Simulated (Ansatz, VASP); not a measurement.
ZnS in VASP and in Ansatz

Contents of INCAR:

```
PREC     = Accurate       # precision mode
ENCUT    = 500            # plane-wave cutoff, eV
EDIFF    = 1E-6           # SCF threshold, eV
ISMEAR   = -1             # smearing method
SIGMA    = 0.05           # smearing width, eV
LREAL    = F              # projectors in reciprocal space
LASPH    = T              # aspherical terms in the spheres
NELM     = 120            # most SCF steps
ALGO     = Normal         # electronic algorithm
ISIF     = 2              # what is computed and relaxed
LWAVE    = F              # write WAVECAR
LCHARG   = T              # write CHGCAR
GGA      = PE             # functional
LELF     = T              # ELF
LVHAR    = T            
NBANDS   = 16             # bands
GGA_COMPAT= F
```

File KPOINTS:

```
regular mesh
0
Gamma
  6 6 6
```

POSCAR

```
ZnS
1.0
    0.0000000000      2.5310225584      2.5310225584
    2.5310225584      0.0000000000      2.5310225584
    2.5310225584      2.5310225584      0.0000000000
Zn S
1 1
Direct
    0.0000000000      0.0000000000      0.0000000000
    0.5000000000      0.5000000000      0.5000000000
```

Input for Ansatz:

```yaml
crystal:
  lattice:
    - [0.0, 2.5310225584, 2.5310225584]
    - [2.5310225584, 0.0, 2.5310225584]
    - [2.5310225584, 2.5310225584, 0.0]
  atoms:
    - { symbol: Zn, position: [0.0, 0.0, 0.0] }
    - { symbol: S, position: [0.5, 0.5, 0.5] }
kpoints:
  mp_grid: { grid: [6, 6, 6] }
hamiltonian:
  xc: pbe
scf:
  occupations: { method: fermi_dirac, width: 0.05 }
  n_extra_bands: 4
output:
  forces: true
  stress: true
  eigenvalues: true
```

Alike in both runs: task single point; functional PBE; k mesh 6 × 6 × 6; occupations fermi-dirac, width 0.05 eV; no spin polarisation.

|  | VASP | Ansatz |
| --- | --- | --- |
| version | VASP 6.6.1 | Ansatz 0.2.0 |
| potentials or method | VASP PAW PBE potentials, release 64 (Zn, S) | plane waves |
| plane-wave cutoff (eV) | 500 | 420 |
| valence electrons in the cell | 18 | 18 |

```tsv
	VASP	Ansatz	Ansatz less VASP
pressure (GPa)	2.5	2.3	-0.15
```

The functional is the same, so the differences come from potentials, cutoffs and numerics.
